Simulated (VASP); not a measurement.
# NbSi53 (a cell with a defect) in VASP: a series of runs

Runs on NbSi53 (a cell with a defect). Level: PBE. Tasks: single point.

All numbers are computed with VASP 6.6.1; they aren't measurements. Logs are shortened: lines on timing, memory, paths and dates and some standing lists are left out, and cuts for length are marked.

## Step 1: The cell of the first run

The cell holds a defect, 54 atoms: a = 11.513 Å, b = 11.513 Å, c = 11.513 Å, α = 60.00°, β = 60.00°, γ = 60.00°.

## Step 2: Single point, PBE, collinear spin

INCAR

```
SYSTEM = NbSi53
PREC = Accurate ; ENCUT = 520
EDIFF = 1E-7 ; ISMEAR = 0
SIGMA = 0.05 ; LREAL = Auto
LASPH = .True. ; NELM = 150
ALGO = Normal ; ISIF = 2
LWAVE = .False. ; LCHARG = .True.
ISPIN = 2 ; MAGMOM = 0.5 0 0 0 0 0 0 0 0 0 0 0 0 0 0 0 0 0 0 0 0 0 0 0 0 0 0 0.5 0.5 0 0.5 0 0 0 0 0 0.5 0 0 0 0 0 0 0 0 0 0 0 0 0 0 0 0 0
LORBIT = 11 ; LMAXMIX = 4
GGA = PE ; LELF = .True.
LVHAR = .True. ; NBANDS = 150
```

KPOINTS

```
Automatic mesh
0
Gamma
  1 1 1
  0 0 0
```

POSCAR

```
NbSi53
1.0
    0.0000000000      8.1406800000      8.1406800000
    8.1406800000      0.0000000000      8.1406800000
    8.1406800000      8.1406800000      0.0000000000
Nb Si
1 53
Direct
    0.2499394398      0.2505383421      0.2502255701
    0.2515829757      0.2512588855      0.5835156992
    0.2516778196      0.2513175286      0.9142419481
    0.2517357710      0.5829564065      0.2511327537
    0.2500352558      0.5833108573      0.5832456522
    0.2515184403      0.5836222356      0.9135476447
    0.2516822083      0.9138754183      0.2512102232
    0.2517593399      0.9143386879      0.5827188391
    0.2498874490      0.9167390586      0.9166425537
    0.5836237745      0.2510255213      0.2514042820
    0.5836640303      0.2498997397      0.5831986024
    0.5833117857      0.2513288143      0.9141446066
    0.5836383626      0.5831687035      0.2497771818
    0.5837630734      0.5832423760      0.5832990813
    0.5837557316      0.5834541399      0.9164312810
    0.5835948542      0.9139714592      0.2511950224
    0.5838196613      0.9163838494      0.5834457665
    0.5837273775      0.9165103525      0.9164230008
    0.9144648412      0.2510844507      0.2512851753
    0.9142566141      0.2513744207      0.5833846465
    0.9171032646      0.2495702154      0.9167738676
    0.9142592135      0.5834570162      0.2508900047
    0.9166936415      0.5834879917      0.5833679018
    0.9166329327      0.5835124284      0.9164603722
    0.9172432252      0.9164787153      0.2495180493
    0.9167587472      0.9165976329      0.5833458903
    0.9171295349      0.9168464068      0.9164399984
    0.1621662522      0.1614974185      0.1619093177
    0.1616823568      0.1617648738      0.5153601813
    0.1678407973      0.1673432545      0.8327760330
    0.1617021887      0.5156911810      0.1609969346
    0.1663816315      0.5001659124      0.5003072962
    0.1663464536      0.5003503184      0.8330249178
    0.1679523350      0.8322901766      0.1672630505
    0.1664851726      0.8330548187      0.5001188760
    0.1678326627      0.8328718786      0.8319304702
    0.5151002258      0.1615777340      0.1616856383
    0.5006389082      0.1659257202      0.5003820923
    0.5006835105      0.1661029217      0.8329782135
    0.5008215722      0.4999964648      0.1660268369
    0.5003034962      0.4999579926      0.4998864018
    0.5005632701      0.5003634357      0.8330714000
    0.5006856553      0.8329681079      0.1660364316
    0.5008486177      0.8329584273      0.5001475514
    0.5001158294      0.8333082820      0.8333128229
    0.8329827407      0.1671277546      0.1674312026
    0.8334536906      0.1661525538      0.5002668373
    0.8326673561      0.1674340019      0.8326670977
    0.8333809360      0.5001057109      0.1660751166
    0.8334657793      0.5003416812      0.5000948039
    0.8337308099      0.4996496819      0.8333099307
    0.8328265162      0.8326791143      0.1670788508
    0.8337839138      0.8333248100      0.4996337745
    0.8336746867      0.8333731689      0.8332192037
```

Potentials or basis: VASP PAW PBE potentials, release 64 (Nb_sv, Si).

Command:

```console
cat potpaw_PBE.64/Nb_sv/POTCAR potpaw_PBE.64/Si/POTCAR > POTCAR
mpirun -np 1 vasp_gam > vasp.out
```

OUTCAR:

```text
SYSTEM = NbSi53
   PREC = Accurate
   ENCUT = 520
   EDIFF = 1E-7
   ISMEAR = 0
   LREAL = Auto
   LASPH = .True.
   NELM = 150
   ISIF = 2
   ISPIN = 2
   LORBIT = 11
   GGA = PE

 ion  position               nearest neighbor table
   1  0.250  0.251  0.250-  28 2.49  29 2.49  31 2.49  37 2.49
   2  0.252  0.251  0.584-  29 2.33  32 2.34  38 2.34  30 2.34
   3  0.252  0.251  0.914-  28 2.33  39 2.34  33 2.34  30 2.34
   4  0.252  0.583  0.251-  31 2.33  40 2.34  32 2.34  34 2.34
   5  0.250  0.583  0.583-  32 2.35  35 2.35  33 2.35  41 2.35
   6  0.252  0.584  0.914-  31 2.33  33 2.34  42 2.34  36 2.34
[... 46 lines left out ...]
  53  0.834  0.833  0.500-  23 2.35  26 2.35  17 2.35  25 2.35
  54  0.834  0.833  0.833-  24 2.35  26 2.35  18 2.35  27 2.35

  LATTYP: Found a face centered cubic cell.
 ALAT       =    16.2813600000

  Lattice vectors:

 A1 = (   0.0000000000,   8.1406800000,   8.1406800000)
 A2 = (   8.1406800000,   0.0000000000,   8.1406800000)
 A3 = (   8.1406800000,   8.1406800000,   0.0000000000)

Analysis of symmetry for initial positions (statically):
=====================================================================
 Subroutine PRICEL returns:
 Original cell was already a primitive cell.

 Routine SETGRP: Setting up the symmetry group for a
 face centered cubic supercell.

 Subroutine GETGRP returns: Found  1 space group operations
 (whereof  1 operations were pure point group operations)
 out of a pool of 48 trial point group operations.

The static configuration has the point symmetry C_1 .

Analysis of symmetry for dynamics (positions and initial velocities):
=====================================================================
 Subroutine PRICEL returns:
 Original cell was already a primitive cell.

 Routine SETGRP: Setting up the symmetry group for a
 face centered cubic supercell.

 Subroutine GETGRP returns: Found  1 space group operations
 (whereof  1 operations were pure point group operations)
 out of a pool of 48 trial point group operations.

The dynamic configuration has the point symmetry C_1 .

Analysis of structural, dynamic, and magnetic symmetry:
=====================================================================
 Subroutine PRICEL returns:
 Original cell was already a primitive cell.

 Routine SETGRP: Setting up the symmetry group for a
 face centered cubic supercell.

 Subroutine GETGRP returns: Found  1 space group operations
 (whereof  1 operations were pure point group operations)
 out of a pool of 48 trial point group operations.

The overall configuration has the point symmetry C_1 .

 Subroutine INISYM returns: Found  1 space group operations
 (whereof  1 operations are pure point group operations),
 and found     1 'primitive' translations

----------------------------------------------------------------------------------------

                                     Primitive cell

  volume of cell :    1078.9766

  direct lattice vectors                    reciprocal lattice vectors
     0.000000000  8.140680000  8.140680000    -0.061419931  0.061419931  0.061419931
     8.140680000  0.000000000  8.140680000     0.061419931 -0.061419931  0.061419931
     8.140680000  8.140680000  0.000000000     0.061419931  0.061419931 -0.061419931

  length of vectors
    11.512660063 11.512660063 11.512660063     0.106382440  0.106382440  0.106382440

  position of ions in fractional coordinates (direct lattice)
     0.249939440  0.250538342  0.250225570
     0.251582976  0.251258886  0.583515699
     0.251677820  0.251317529  0.914241948
     0.251735771  0.582956407  0.251132754
     0.250035256  0.583310857  0.583245652
     0.251518440  0.583622236  0.913547645
[... 46 lines left out ...]
     0.833783914  0.833324810  0.499633774
     0.833674687  0.833373169  0.833219204

  ion indices of the primitive-cell ions
   primitive index   ion index
                 1           1
                 2           2
                 3           3
                 4           4
                 5           5
                 6           6
[... 46 lines left out ...]
                53          53
                54          54

----------------------------------------------------------------------------------------

 KPOINTS: Automatic mesh

Automatic generation of k-mesh.
 Grid dimensions read from file:
 generate k-points for:    1    1    1

 Generating k-lattice:

  Cartesian coordinates                     Fractional coordinates (reciprocal lattice)
    -0.061419931  0.061419931  0.061419931     1.000000000  0.000000000  0.000000000
     0.061419931 -0.061419931  0.061419931     0.000000000  1.000000000  0.000000000
     0.061419931  0.061419931 -0.061419931     0.000000000  0.000000000  1.000000000

  Length of vectors
     0.106382440  0.106382440  0.106382440

  Shift w.r.t. Gamma in fractional coordinates (k-lattice)
     0.000000000  0.000000000  0.000000000

 Subroutine IBZKPT returns following result:
 ===========================================

 Found      1 irreducible k-points:

 Following reciprocal coordinates:
            Coordinates               Weight
  0.000000  0.000000  0.000000      1.000000
   k-points           NKPTS =      1   k-points in BZ     NKDIM =      1   number of bands    NBANDS=    150
   number of dos      NEDOS =    301   number of ions     NIONS =     54
   total plane-waves  NPLWV = 729000
   dimension x,y,z NGX =    90 NGY =   90 NGZ =   90
   dimension x,y,z NGXF=   180 NGYF=  180 NGZF=  180
   ions per type =               1  53
   NGX,Y,Z   is equivalent  to a cutoff of  13.00, 13.00, 13.00 a.u.
   NGXF,Y,Z  is equivalent  to a cutoff of  25.99, 25.99, 25.99 a.u.
 SYSTEM =  NbSi53
   PREC   = accura    normal or accurate (medium, high low for compatibility)
   ISTART =      0    job   : 0-new  1-cont  2-samecut
   ICHARG =      2    charge: 1-file 2-atom 10-const
   ISPIN  =      2    spin polarized calculation?
   LNONCOLLINEAR =      F non collinear calculations
   LSORBIT =      F    spin-orbit coupling
   LASPH  =      T    aspherical Exc in radial PAW
   ENCUT  =  520.0 eV  38.22 Ry    6.18 a.u.  21.41 21.41 21.41*2*pi/ulx,y,z
   NELM   =    150;   NELMIN=  2; NELMDL= -5     # of ELM steps
   EDIFF  = 0.1E-06   stopping-criterion for ELM
   LREAL  =      T    real-space projection
   EDIFFG = 0.1E-05   stopping-criterion for IOM
   NSW    =      0    number of steps for IOM
   IBRION =     -1    ionic relax: 0-MD 1-quasi-New 2-CG
   NFREE  =      0    steps in history (QN), initial steepest desc. (CG)
   ISIF   =      2    stress and relaxation
   ISYM   =      2    0-nonsym 1-usesym 2-fastsym
   POTIM  = 0.5000    time-step for ionic-motion
   TEBEG  =    0.0;   TEEND  =   0.0 temperature during run
   PSTRESS=    0.0 pullay stress
   NELECT =     225.0000    total number of electrons
   NUPDOWN=      -1.0000    fix difference up-down
   EMIN   =  10.00;   EMAX   =-10.00  energy-range for DOS
   EFERMI =   0.00;   METHOD = LEGACY
   ISMEAR =     0;   SIGMA  =   0.05  broadening in eV -4-tet -1-fermi 0-gaus
   EFERMI_NEDOS =   21; number of points for ismear=-14 and -15
   IALGO  =     38    algorithm
   IMIX   =      4    mixing-type and parameters
     AMIX     =   0.40;   BMIX     =  1.00
     AMIX_MAG =   1.60;   BMIX_MAG =  1.00
  volume/ion in A,a.u.               =      19.98       134.84
  Fermi-wavevector in a.u.,A,eV,Ry     =   0.970804  1.834554 12.822958  0.942461
  Thomas-Fermi vector in A             =   2.100969
   LORBIT       =     11    0 simple, 1 ext, 2 COOP (PROOUT), +10 PAW based schemes
   GGA     = PE    functional components
   LHFCALC =     F    Hartree Fock is set to
   AEXX    =    0.0000 exact exchange contribution
   IVDW    =     0    specifies the selected vdW correction
   LEPSILON=     F    determine dielectric tensor
   LRPA    =     F    only Hartree local field effects (RPA)
 spin polarized calculation
 Gauss-broadening in eV      SIGMA  =   0.05
  energy-cutoff  :      520.00
  volume of cell :     1078.98
 maximum number of plane-waves:     14562
 NGX is ok and might be reduce to    90
   NGX = 43   NGY = 43   NGZ = 43

 number of electron     225.0000005 magnetization       0.0529300

 number of electron     225.0000005 magnetization      -1.4489685

 Free energy of the ion-electron system (eV)
  ---------------------------------------------------
  ext. energy  EPLUGINS =         0.00000000
  ---------------------------------------------------
  free energy    TOTEN  =      -280.42245525 eV

  energy without entropy =     -280.37636463  energy(sigma->0) =     -280.39940994

 E-fermi :   5.8993     XC(G=0):  -9.4108

 val. band max:        5.8878080700   @ k =   0.0000   0.0000   0.0000
 cond. band min:       6.3911890922   @ k =   0.0000   0.0000   0.0000
 fundamental gap:      0.5033810221
 Fermi energy:         5.8993134513

 spin component 1

 k-point     1 :       0.0000    0.0000    0.0000
  band No.  band energies     occupation
      1     -48.0152      1.00000
      2     -24.1327      1.00000
      3     -24.1257      1.00000
      4     -24.1200      1.00000
      5      -5.9735      1.00000
      6      -4.6425      1.00000
[... 116 lines left out ...]
    123       7.4668      0.00000
    124       7.5040      0.00000
 Fermi energy:         5.8993134513

 spin component 2

 k-point     1 :       0.0000    0.0000    0.0000
  band No.  band energies     occupation
      1     -48.4370      1.00000
      2     -24.6206      1.00000
      3     -24.6172      1.00000
      4     -24.6147      1.00000
      5      -5.9835      1.00000
      6      -4.6522      1.00000
[... 116 lines left out ...]
    123       7.4402      0.00000
    124       7.4936      0.00000
 [bands above 124 left out]

------------------------ aborting loop because EDIFF is reached ----------------------------------------

  FORCE on cell =-STRESS in cart. coord.  units (eV):
  Direction    XX          YY          ZZ          XY          YZ          ZX
  --------------------------------------------------------------------------------------
  -------------------------------------------------------------------------------------
  Total       29.6320439     29.6662848     29.6066964     -0.0179822     -0.1185109      0.0539573
  in kB       44.0007566     44.0516011     43.9631180     -0.0267018     -0.1759774      0.0801214
  external PRESSURE =      44.0051586 kB  Pullay stress =       0.0000000 kB

 VOLUME and BASIS-vectors are now :
 -----------------------------------------------------------------------------
  energy-cutoff  :      520.00
  volume of cell :     1078.98
      direct lattice vectors                 reciprocal lattice vectors
     0.000000000  8.140680000  8.140680000    -0.061419931  0.061419931  0.061419931
     8.140680000  0.000000000  8.140680000     0.061419931 -0.061419931  0.061419931
     8.140680000  8.140680000  0.000000000     0.061419931  0.061419931 -0.061419931

 POSITION                                       TOTAL-FORCE (eV/Angst)
 -----------------------------------------------------------------------------------
      4.07656      4.07168      4.07423        -0.008909      0.000417      0.000685
      6.79563      6.79827      4.09347        -0.012367     -0.005093     -0.022465
      9.48845      9.49138      4.09472         0.007438      0.002302     -0.020803
      6.79005      4.09369      6.79496         0.003605     -0.006829     -0.007612
      9.49656      6.78347      6.78400        -0.005432      0.013658      0.010817
     12.18798      9.48443      6.79861         0.020137      0.013427     -0.003905
[... 46 lines left out ...]
     10.85119     10.85493     13.57140         0.008228      0.000668     -0.004238
     13.56720     13.56965     13.57090         0.001866     -0.003469     -0.003625
 -----------------------------------------------------------------------------------
    total drift:                                0.028374     -0.019023     -0.029782

  FREE ENERGIE OF THE ION-ELECTRON SYSTEM (eV)
  ---------------------------------------------------
  free  energy   TOTEN  =      -280.4224552532 eV

  energy  without entropy=     -280.3763646294  energy(sigma->0) =     -280.39940994

 total charge

# of ion       s       p       d       tot
------------------------------------------
    1        2.201   5.940   2.665  10.807
    2        0.729   0.978   0.000   1.707
    3        0.729   0.978   0.000   1.707
    4        0.729   0.978   0.000   1.706
    5        0.719   0.986   0.000   1.705
    6        0.729   0.979   0.000   1.707
[... 46 lines left out ...]
   53        0.719   0.987   0.000   1.706
   54        0.719   0.987   0.000   1.706
--------------------------------------------------
tot         40.631  58.037   2.665 101.333

 magnetization (x)

# of ion       s       p       d       tot
------------------------------------------
    1       -0.008  -0.004  -0.619  -0.631
    2       -0.004  -0.002   0.000  -0.007
    3       -0.004  -0.002   0.000  -0.007
    4       -0.004  -0.002   0.000  -0.006
    5        0.000  -0.000   0.000  -0.000
    6       -0.004  -0.002   0.000  -0.007
[... 46 lines left out ...]
   53        0.000  -0.002   0.000  -0.002
   54        0.000  -0.002   0.000  -0.002
--------------------------------------------------
tot         -0.050  -0.066  -0.619  -0.736
```

Wall time 59 min (1 thread of Intel Xeon Platinum 8488C (Sapphire Rapids), shared host); peak memory 1.8 GiB.

Results:

* Free energy: -280.4225 eV
* Pressure: 4.4 GPa
* Largest force: 0.034 eV/Å
* Net moment: -1.45 μB per cell
* Site moments: Nb -0.63; Si -0.01, -0.00, +0.01 (each value once) μB
* Valence electrons inside the program's atomic spheres: Nb 10.81; Si 1.71, 1.70, 1.74 (each value once)

Forces in eV/Å, atoms in the order of the input:
```
Nb  -0.009  0.000  0.001
Si  -0.012 -0.005 -0.022
Si   0.007  0.002 -0.021
Si   0.004 -0.007 -0.008
Si  -0.005  0.014  0.011
Si   0.020  0.013 -0.004
Si   0.006 -0.021  0.012
Si   0.005 -0.007 -0.001
Si  -0.005  0.008  0.009
Si  -0.028 -0.010 -0.004
Si   0.002 -0.002 -0.003
Si   0.004  0.017  0.002
Si   0.012  0.004 -0.001
Si  -0.002 -0.013 -0.011
Si  -0.006  0.003 -0.004
Si   0.004 -0.013  0.019
Si  -0.006 -0.004 -0.001
Si   0.000 -0.001  0.000
Si  -0.015  0.005  0.012
Si  -0.011  0.003 -0.002
Si  -0.001  0.002 -0.002
Si   0.004  0.019  0.001
Si  -0.006  0.008 -0.001
Si  -0.009  0.006  0.001
Si   0.004 -0.003  0.004
Si  -0.010  0.002  0.000
Si   0.001 -0.001 -0.004
Si  -0.020 -0.020 -0.016
Si   0.015  0.027 -0.014
Si   0.001 -0.008 -0.010
Si   0.016 -0.021  0.022
Si  -0.024 -0.018  0.005
Si   0.002  0.018 -0.009
Si  -0.001 -0.010 -0.008
Si   0.020 -0.002  0.022
Si   0.014  0.004 -0.010
Si  -0.015  0.025  0.017
Si   0.000 -0.020  0.002
Si   0.025  0.008 -0.004
Si  -0.001 -0.011 -0.024
Si   0.005 -0.007 -0.007
Si   0.000  0.008 -0.021
Si   0.019 -0.001  0.008
Si   0.015 -0.020  0.007
Si   0.003  0.000 -0.001
Si   0.000 -0.001 -0.001
Si  -0.002  0.009  0.025
Si   0.000  0.002  0.005
Si  -0.007  0.021  0.012
Si  -0.025  0.003  0.016
Si   0.007 -0.010  0.003
Si  -0.005  0.006  0.005
Si   0.008  0.001 -0.004
Si   0.002 -0.003 -0.004
```

Caveat: the k points lie up to 0.67 Å⁻¹ apart.

## Step 3: Single point, PBE, collinear spin

INCAR

```
ALGO = Normal
EDIFF = 1E-7
ENCUT = 520
GGA = PE
ISIF = 2
ISMEAR = 0
ISPIN = 2
LASPH = True
LCHARG = False
LMAXMIX = 4
LORBIT = 11
LREAL = Auto
LWAVE = False
MAGMOM = 0.52 0 0 0 0 0 0 0 0 0 0 0 0 0 0 0 0 0 0 0 0 0 0 0 0 0 0 0.2 0.2 0 0.2 0 0 0 0 0 0.2 0 0 0 0 0 0 0 0 0 0 0 0 0 0 0 0 0
NBANDS = 150
NELM = 150
PREC = Accurate
SIGMA = 0.05
```

KPOINTS

```
k-points
0
Gamma
  1 1 1
```

POSCAR is that of step 2.

Potentials or basis: VASP PAW PBE potentials, release 64 (Nb_sv, Si).

Command:

```console
cat potpaw_PBE.64/Nb_sv/POTCAR potpaw_PBE.64/Si/POTCAR > POTCAR
mpirun -np 1 vasp_gam > vasp.out
```

Run time: 41 min. Hardware: 1 thread of Intel Xeon Platinum 8488C (Sapphire Rapids), shared host; peak memory 1.8 GiB.

Results (log left out):

| Item | Value |
| --- | --- |
| Free energy | -280.4225 eV |
| Pressure | 4.4 GPa |
| Largest force | 0.032 eV/Å |
| Net moment | -1.45 μB per cell |
| Site moments | Nb -0.63; Si -0.01, -0.00, +0.01 (each value once) μB |
| Valence electrons inside the program's atomic spheres | Nb 10.81; Si 1.71, 1.70, 1.74 (each value once) |

Forces on the atoms (eV/Å):
```
Nb  -0.009  0.000  0.001
Si  -0.013 -0.005 -0.023
Si   0.008  0.002 -0.021
Si   0.003 -0.007 -0.008
Si  -0.005  0.014  0.011
Si   0.021  0.013 -0.004
Si   0.006 -0.021  0.013
Si   0.005 -0.007  0.000
Si  -0.005  0.008  0.009
Si  -0.028 -0.010 -0.004
Si   0.002 -0.002 -0.003
Si   0.004  0.017  0.002
Si   0.012  0.003 -0.001
Si  -0.002 -0.013 -0.011
Si  -0.006  0.003 -0.005
Si   0.004 -0.013  0.019
Si  -0.006 -0.004 -0.001
Si   0.000 -0.001  0.000
Si  -0.016  0.005  0.012
Si  -0.011  0.003 -0.002
Si  -0.001  0.002 -0.002
Si   0.004  0.019  0.002
Si  -0.006  0.008 -0.001
Si  -0.009  0.006  0.001
Si   0.004 -0.003  0.004
Si  -0.010  0.002  0.000
Si   0.001  0.000 -0.004
Si  -0.019 -0.018 -0.015
Si   0.014  0.025 -0.012
Si   0.001 -0.008 -0.010
Si   0.015 -0.020  0.021
Si  -0.024 -0.018  0.005
Si   0.002  0.018 -0.009
Si  -0.001 -0.010 -0.008
Si   0.019 -0.002  0.022
Si   0.014  0.004 -0.010
Si  -0.014  0.024  0.015
Si   0.000 -0.020  0.002
Si   0.025  0.008 -0.004
Si   0.000 -0.010 -0.024
Si   0.005 -0.007 -0.007
Si   0.000  0.008 -0.021
Si   0.019 -0.001  0.008
Si   0.015 -0.020  0.007
Si   0.002  0.000 -0.001
Si   0.000 -0.001 -0.001
Si  -0.002  0.009  0.025
Si   0.000  0.002  0.005
Si  -0.006  0.021  0.012
Si  -0.025  0.003  0.016
Si   0.007 -0.010  0.003
Si  -0.005  0.006  0.005
Si   0.008  0.001 -0.004
Si   0.002 -0.003 -0.004
```

Levels at points of the mesh, in eV from the Fermi level:
Spin up:
```
           k point  band 110  band 111  band 112  band 113  band 114  band 115
(0.00, 0.00, 0.00)     -0.05     -0.05     -0.05      0.49      0.50      0.85
```
Spin down:
```csv
k point,band 112,band 113,band 114,band 115,band 116,band 117
"(0.00, 0.00, 0.00)",-0.07,-0.01,-0.01,0.84,0.91,0.91
```

Caveat: the k points lie up to 0.67 Å⁻¹ apart.
